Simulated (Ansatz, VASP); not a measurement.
**Na4H: VASP beside Ansatz**

INCAR

```
SYSTEM = Na4H
ALGO     = Normal         ! electronic algorithm
DIPOL    = 0.5 0.5 0.283
EDIFF    = 1E-6           ! SCF threshold, eV
ENCUT    = 520            ! plane-wave cutoff, eV
GGA      = PE             ! functional
IDIPOL   = 3            
ISIF     = 2              ! what is computed and relaxed
ISMEAR   = 0              ! smearing method
LASPH    = .True.         ! aspherical terms in the spheres
LCHARG   = .True.         ! write CHGCAR
LDIPOL   = .True.       
LELF     = .True.         ! ELF
LREAL    = .False.        ! projectors in reciprocal space
LVACPOTAV= .True.       
LVHAR    = .True.       
LWAVE    = .False.        ! write WAVECAR
NBANDS   = 40             ! bands
NELM     = 100            ! most SCF steps
PREC     = Accurate       ! precision mode
SIGMA    = 0.1            ! smearing width, eV
```

File KPOINTS:

```
k-points
0
Gamma
  4 4 1
  0 0 0
```

POSCAR

```
Na4H
1.0
    7.2665057608      0.0000000000      0.0000000000
   -2.4221685869      6.8509273320      0.0000000000
    0.0000000000      0.0000000000     20.9665385532
Na H
8 2
Direct
    0.2500000000      0.2500000000      0.1907801800
    0.2500000000      0.7500000000      0.1907801800
    0.7500000000      0.2500000000      0.1907801800
    0.7500000000      0.7500000000      0.1907801800
    0.0000000000      0.0000000000      0.3322693699
    0.0000000000      0.5000000000      0.3322693699
    0.5000000000      0.0000000000      0.3322693699
    0.5000000000      0.5000000000      0.3322693699
   -0.0812632673      0.7500000000      0.3689945545
    0.0812632673      0.7500000000      0.3689945545
```

Input for Ansatz:

```yaml
crystal:
  lattice:
    - [7.2665057608, 0.0, 0.0]
    - [-2.4221685869, 6.850927332, 0.0]
    - [0.0, 0.0, 20.9665385532]
  atoms:
    - { symbol: Na, position: [0.25, 0.25, 0.19078018] }
    - { symbol: Na, position: [0.25, 0.75, 0.19078018] }
    - { symbol: Na, position: [0.75, 0.25, 0.19078018] }
    - { symbol: Na, position: [0.75, 0.75, 0.19078018] }
    - { symbol: Na, position: [0.0, 0.0, 0.3322693699] }
    - { symbol: Na, position: [0.0, 0.5, 0.3322693699] }
    - { symbol: Na, position: [0.5, 0.0, 0.3322693699] }
    - { symbol: Na, position: [0.5, 0.5, 0.3322693699] }
    - { symbol: H, position: [-0.0812632673, 0.75, 0.3689945545] }
    - { symbol: H, position: [0.0812632673, 0.75, 0.3689945545] }
basis:
  ecutwfc: 420
kpoints:
  mp_grid: { grid: [4, 4, 1] }
hamiltonian:
  xc: pbe
scf:
  occupations: { method: gaussian, width: 0.1 }
output:
  forces: true
  eigenvalues: true
efield:
  axis: 3
  dipole_correction: true
  ramp_width: 0.04
```

Alike in both runs: task single point; functional PBE; k mesh 4 × 4 × 1; occupations gaussian, width 0.1 eV; no spin polarisation.

```csv
,VASP,Ansatz
version,VASP 6.6.1,Ansatz 0.2.0
potentials or method,"VASP PAW PBE potentials, release 64 (Na_pv, H), cutoff 520 eV","scalar-relativistic, plane waves, PAW"
valence electrons in the cell,58,74
```

|  | VASP | Ansatz | Ansatz less VASP |
| --- | --- | --- | --- |
| gap on the k mesh at the Fermi level (eV) | none | none | - |
| rms of the force components (eV/Å) | 0.463 | 0.459 | -0.0039 |
| work function, face that differs most (eV) | 2.91 | 2.91 | -0.001 |

Atom by atom the forces differ by 0.004 eV/Å (rms over components). A gap of «none» marks a metal or a gap that the smearing closes. VASP's potentials hold 58 valence electrons a cell and Ansatz's 74, so a difference there can come from the potentials and not from the codes.
